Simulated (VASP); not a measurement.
# TiSeS3 (Pm-3m) in VASP: single point with PBE

Aim: the single point of TiSeS3 with PBE.

Everything below comes from runs of VASP 6.6.1. Logs are shortened: lines on timing, memory, paths and dates and some standing lists are left out, and cuts for length are marked.

## Step 1: The cell of the first run

The structure is cubic, space group Pm-3m (No. 221). The conventional cell has a = 4.695 Å, b = 4.695 Å, c = 4.695 Å, α = 90.00°, β = 90.00°, γ = 90.00°. Ti (site symmetry m-3m) has 6 S at 2.35 Å within 3.1 Å. Se (site symmetry m-3m) has 12 S at 3.32 Å and 8 Ti at 4.07 Å within 4.4 Å. S (site symmetry 4/mmm) has 2 Ti at 2.35 Å within 3.1 Å.

## Step 2: Single point, PBE

POSCAR reads:

```
TiSeS3
1.0
    4.6952545554      0.0000000000      0.0000000000
    0.0000000000      4.6952545554      0.0000000000
    0.0000000000      0.0000000000      4.6952545554
Ti Se S
1 1 3
Direct
    0.5000000000      0.5000000000      0.5000000000
    0.0000000000      0.0000000000      0.0000000000
    0.0000000000      0.5000000000      0.5000000000
    0.5000000000      0.0000000000      0.5000000000
    0.5000000000      0.5000000000      0.0000000000
```

INCAR.step1 reads:

```
PREC = Accurate
ENCUT = 520
EDIFF = 1E-7
ISMEAR = 0
SIGMA = 0.1
LREAL = False
LASPH = True
NELM = 60
ALGO = Normal
ISIF = 2
LWAVE = False
LCHARG = True
LMAXMIX = 4
GGA = PE
NBANDS = 26
```

KPOINTS.step1 reads:

```
regular mesh
0
Gamma
  8 8 8
```

INCAR.step2 reads:

```
PREC = Accurate
ENCUT = 520
EDIFF = 1E-7
ISMEAR = -5
SIGMA = 0.1
LREAL = False
LASPH = True
NELM = 60
ALGO = Normal
ISIF = 2
LWAVE = False
LCHARG = False
LMAXMIX = 4
GGA = PE
LORBIT = 10
NBANDS = 26
NEDOS = 1001
ICHARG = 11
```

KPOINTS.step2 reads:

```
regular mesh
0
Gamma
  12 12 12
```

Potentials or basis: VASP PAW PBE potentials, release 64 (Ti_sv, Se, S).

Run with:

```
cat potpaw_PBE.64/Ti_sv/POTCAR potpaw_PBE.64/Se/POTCAR potpaw_PBE.64/S/POTCAR > POTCAR
cp INCAR.step1 INCAR
cp KPOINTS.step1 KPOINTS
mpirun -np 1 vasp_std > vasp.out
cp INCAR.step2 INCAR
cp KPOINTS.step2 KPOINTS
mpirun -np 1 vasp_std > vasp.out
```

OUTCAR:

```text
PREC = Accurate
   ENCUT = 520
   EDIFF = 1E-7
   ISMEAR = -5
   LREAL = False
   LASPH = True
   NELM = 60
   ISIF = 2
   GGA = PE
   LORBIT = 10
   ICHARG = 11

 ion  position               nearest neighbor table
   1  0.500  0.500  0.500-   3 2.35   4 2.35   5 2.35   5 2.35   4 2.35   3 2.35
   2  0.000  0.000  0.000-
   3  0.000  0.500  0.500-   1 2.35   1 2.35
   4  0.500  0.000  0.500-   1 2.35   1 2.35
   5  0.500  0.500  0.000-   1 2.35   1 2.35

  LATTYP: Found a simple cubic cell.
 ALAT       =     4.6952545554

  Lattice vectors:

 A1 = (   4.6952545554,   0.0000000000,   0.0000000000)
 A2 = (   0.0000000000,   4.6952545554,   0.0000000000)
 A3 = (   0.0000000000,   0.0000000000,   4.6952545554)

Analysis of symmetry for initial positions (statically):
=====================================================================
 Subroutine PRICEL returns:
 Original cell was already a primitive cell.

 Routine SETGRP: Setting up the symmetry group for a
 simple cubic supercell.

 Subroutine GETGRP returns: Found 48 space group operations
 (whereof 48 operations were pure point group operations)
 out of a pool of 48 trial point group operations.

The static configuration has the point symmetry O_h .

Analysis of symmetry for dynamics (positions and initial velocities):
=====================================================================
 Subroutine PRICEL returns:
 Original cell was already a primitive cell.

 Routine SETGRP: Setting up the symmetry group for a
 simple cubic supercell.

 Subroutine GETGRP returns: Found 48 space group operations
 (whereof 48 operations were pure point group operations)
 out of a pool of 48 trial point group operations.

The dynamic configuration has the point symmetry O_h .

 Subroutine INISYM returns: Found 48 space group operations
 (whereof 48 operations are pure point group operations),
 and found     1 'primitive' translations

----------------------------------------------------------------------------------------

                                     Primitive cell

  volume of cell :     103.5088

  direct lattice vectors                    reciprocal lattice vectors
     4.695254555  0.000000000  0.000000000     0.212980998  0.000000000  0.000000000
     0.000000000  4.695254555  0.000000000     0.000000000  0.212980998  0.000000000
     0.000000000  0.000000000  4.695254555     0.000000000  0.000000000  0.212980998
[... 102 lines left out ...]
   PSTRESS=    0.0 pullay stress
   NELECT =      36.0000    total number of electrons
   NUPDOWN=      -1.0000    fix difference up-down
   EMIN   =  10.00;   EMAX   =-10.00  energy-range for DOS
   EFERMI =   0.00;   METHOD = LEGACY
   ISMEAR =    -5;   SIGMA  =   0.10  broadening in eV -4-tet -1-fermi 0-gaus
   EFERMI_NEDOS =   21; number of points for ismear=-14 and -15
   IALGO  =     38    algorithm
   IMIX   =      4    mixing-type and parameters
     AMIX     =   0.40;   BMIX     =  1.00
     AMIX_MAG =   1.60;   BMIX_MAG =  1.00
  volume/ion in A,a.u.               =      20.70       139.70
  Fermi-wavevector in a.u.,A,eV,Ry     =   1.151286  2.175615 18.033968  1.325459
  Thomas-Fermi vector in A             =   2.287945
   LORBIT       =     10    0 simple, 1 ext, 2 COOP (PROOUT), +10 PAW based schemes
   GGA     = PE    functional components
   LHFCALC =     F    Hartree Fock is set to
   AEXX    =    0.0000 exact exchange contribution
   IVDW    =     0    specifies the selected vdW correction
   LEPSILON=     F    determine dielectric tensor
   LRPA    =     F    only Hartree local field effects (RPA)
 non-spin polarized calculation
 Fermi weights with tetrahedron method with Bloechl corrections
  energy-cutoff  :      520.00
  volume of cell :      103.51
 maximum number of plane-waves:      2820
 NGX is ok and might be reduce to    36

 number of electron      36.0000001 magnetization

 Free energy of the ion-electron system (eV)
  ---------------------------------------------------
  ext. energy  EPLUGINS =         0.00000000
  ---------------------------------------------------
  free energy    TOTEN  =       -23.90321501 eV

  energy without entropy =      -23.90321501  energy(sigma->0) =      -23.90321501

 E-fermi :   4.3307     XC(G=0):  -9.9368

 val. band max:        4.3974065141   @ k =   0.4167   0.4167   0.4167
 cond. band min:       4.2969246762   @ k =   0.5000   0.0833   0.0833
 fundamental gap:     -0.1004818379
 Fermi energy:         4.3306834409

 k-point     1 :       0.0000    0.0000    0.0000
  band No.  band energies     occupation
      1     -52.9915      2.00000
      2     -29.2596      2.00000
      3     -29.2596      2.00000
      4     -29.2596      2.00000
      5      -9.5208      2.00000
      6      -7.4284      2.00000
[... 685 lines left out ...]
     25       9.4938      0.00000
     26      12.3633      0.00000

 [... further k-points ...]

------------------------ aborting loop because EDIFF is reached ----------------------------------------

  FORCE on cell =-STRESS in cart. coord.  units (eV):
  Direction    XX          YY          ZZ          XY          YZ          ZX
  --------------------------------------------------------------------------------------
  -------------------------------------------------------------------------------------
  Total       -0.1095917     -0.1095917     -0.1095917     -0.0000000     -0.0000000     -0.0000000
  in kB       -1.6963317     -1.6963317     -1.6963317     -0.0000000     -0.0000000     -0.0000000
  external PRESSURE =      -1.6963317 kB  Pullay stress =       0.0000000 kB

 VOLUME and BASIS-vectors are now :
 -----------------------------------------------------------------------------
  energy-cutoff  :      520.00
  volume of cell :      103.51
      direct lattice vectors                 reciprocal lattice vectors
     4.695254555  0.000000000  0.000000000     0.212980998  0.000000000  0.000000000
     0.000000000  4.695254555  0.000000000     0.000000000  0.212980998  0.000000000
     0.000000000  0.000000000  4.695254555     0.000000000  0.000000000  0.212980998

 POSITION                                       TOTAL-FORCE (eV/Angst)
 -----------------------------------------------------------------------------------
      2.34763      2.34763      2.34763         0.000000      0.000000      0.000000
      0.00000      0.00000      0.00000         0.000000      0.000000      0.000000
      0.00000      2.34763      2.34763         0.000000      0.000000      0.000000
      2.34763      0.00000      2.34763         0.000000      0.000000      0.000000
      2.34763      2.34763      0.00000         0.000000      0.000000      0.000000
 -----------------------------------------------------------------------------------
    total drift:                                0.000000      0.000000      0.000000

  FREE ENERGIE OF THE ION-ELECTRON SYSTEM (eV)
  ---------------------------------------------------
  free  energy   TOTEN  =       -23.9032150113 eV

  energy  without entropy=      -23.9032150113  energy(sigma->0) =      -23.90321501

 total charge

# of ion       s       p       d       tot
------------------------------------------
    1        2.199   6.208   1.877  10.283
    2        1.528   1.970   0.016   3.515
    3        1.372   2.298   0.000   3.670
    4        1.372   2.298   0.000   3.670
    5        1.372   2.298   0.000   3.670
--------------------------------------------------
tot          7.843  15.071   1.893  24.807
```

OSZICAR.step1:

```text
N       E                     dE             d eps       ncg     rms          rms(c)
DAV:   1     0.310604623780E+03    0.31060E+03   -0.16705E+04  1820   0.133E+03
DAV:   2     0.824887112833E+01   -0.30236E+03   -0.29163E+03  2052   0.336E+02
[... 10 lines left out ...]
DAV:  13    -0.239137312501E+02   -0.37709E-03   -0.11717E-03  2138   0.207E-01    0.911E-02
DAV:  14    -0.239136054312E+02    0.12582E-03   -0.62229E-04  2370   0.164E-01    0.229E-02
DAV:  15    -0.239136008162E+02    0.46150E-05   -0.51712E-05  1986   0.550E-02    0.168E-02
DAV:  16    -0.239135968076E+02    0.40086E-05   -0.13297E-05  2210   0.291E-02    0.601E-03
DAV:  17    -0.239135973578E+02   -0.55016E-06   -0.30742E-06  2366   0.127E-02    0.484E-03
DAV:  18    -0.239135967373E+02    0.62046E-06   -0.12783E-06  2350   0.826E-03    0.935E-04
DAV:  19    -0.239135967016E+02    0.35676E-07   -0.68879E-08  1166   0.195E-03
   1 F= -.23913597E+02 E0= -.23900697E+02  d E =-.257992E-01
```

Run time: 2.1 min. Hardware: 1 thread of Intel Xeon Platinum 8488C (Sapphire Rapids), shared host; peak memory 0.35 GiB.

Results:

| Quantity | Value |
| --- | --- |
| Valence electrons inside the program's atomic spheres | Ti 10.28; Se 3.52; S 3.67 |

Caveat: tetrahedron occupations give inexact forces and stress in metals.
